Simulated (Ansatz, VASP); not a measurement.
One calculation of SnSe, two programs

File INCAR:

```
SYSTEM = SnSe
PREC = Accurate
ENCUT = 520
EDIFF = 1E-8
ISMEAR = -1
SIGMA = 0.01
LREAL = .False.
LASPH = .True.
NELM = 60
ALGO = Normal
ISIF = 2
LWAVE = .False.
LCHARG = .False.
GGA = PS
LEFG = .True.
NBANDS = 17
```

KPOINTS

```
Automatic mesh
0
Gamma
  7 7 7
  0 0 0
```

Contents of POSCAR:

```
SnSe
1.0
    0.0000000000      3.0690345955      3.0690345955
    3.0690345955      0.0000000000      3.0690345955
    3.0690345955      3.0690345955      0.0000000000
Sn Se
1 1
Direct
    0.0000000000      0.0000000000      0.0000000000
    0.5000000000      0.5000000000      0.5000000000
```

Input for Ansatz:

```yaml
crystal:
  lattice:
    - [0.0, 3.0690345955, 3.0690345955]
    - [3.0690345955, 0.0, 3.0690345955]
    - [3.0690345955, 3.0690345955, 0.0]
  atoms:
    - { symbol: Sn, position: [0.0, 0.0, 0.0] }
    - { symbol: Se, position: [0.5, 0.5, 0.5] }
kpoints:
  mp_grid: { grid: [7, 7, 7] }
scf:
  occupations: { method: fermi_dirac, width: 0.01 }
hamiltonian:
  xc: pbesol
  pseudopotentials: { kind: all_electron, datasets: crystal }
output:
  forces: true
  stress: true
  eigenvalues: true
  efg: { contact_densities: true }
```

Change from the starting cell: volume scaled by 1.06, crystal datasets.

Alike in both runs: task electric field gradients; functional PBEsol; k mesh 7 × 7 × 7; occupations fermi-dirac, width 0.01 eV; no spin polarisation.

|  | VASP | Ansatz |
| --- | --- | --- |
| version | VASP 6.6.1 | Ansatz 0.2.0 |
| potentials or method | VASP PAW PBE potentials, release 64 (Sn_d, Se), cutoff 520 eV | all-electron PAW with datasets made for the crystal, scalar-relativistic |

|  | VASP | Ansatz | Ansatz less VASP |
| --- | --- | --- | --- |
| pressure (GPa) | -4.3 | -4.3 | -0.01 |

VASP's potentials were made for PBE, not for PBEsol. Ansatz ran all-electron here, and VASP with PAW potentials.
